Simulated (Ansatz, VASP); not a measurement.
Two plane-wave programs on WSe2

```
W Se
1.0
     3.29000    0.00000    0.00000
    -1.64500    2.84922    0.00000
     0.00000    0.00000   12.97000
W Se
2 4
Direct
  0.33333 0.66667 0.25000
  0.66667 0.33333 0.75000
  0.33333 0.66667 0.62100
  0.66667 0.33333 0.12100
  0.33333 0.66667 0.87900
  0.66667 0.33333 0.37900
```

Alike in both runs: task relaxation of cell and atoms; functional PBE; dispersion D3(BJ); k mesh 9 × 9 × 2; occupations gaussian, width 0.02 eV; no spin polarisation.

```csv
,VASP,Ansatz
version,VASP 6.6.1,Ansatz 0.2.0
potentials or method,"VASP PAW PBE potentials, release 64 (W_sv, Se), cutoff 600 eV","scalar-relativistic, plane waves, PAW"
valence electrons in the cell,52,92
```

Ansatz gave:

| Quantity | Value |
| --- | --- |
| gap on the k mesh at the Fermi level, each at its own relaxed structure (eV) | 1.00 |
| relaxed volume (Å³/atom) | 19.85 |
| relaxed cell length with the largest relative difference (Å) | 12.788 |

Q: What did VASP give for the same quantities?

A: gap on the k mesh at the Fermi level, each at its own relaxed structure (eV): 0.99; relaxed volume (Å³/atom): 19.88; relaxed cell length with the largest relative difference (Å): 12.797.

VASP's potentials hold 52 valence electrons a cell and Ansatz's 92, so a difference there can come from the potentials and not from the codes.

Neither program's run includes spin-orbit coupling.
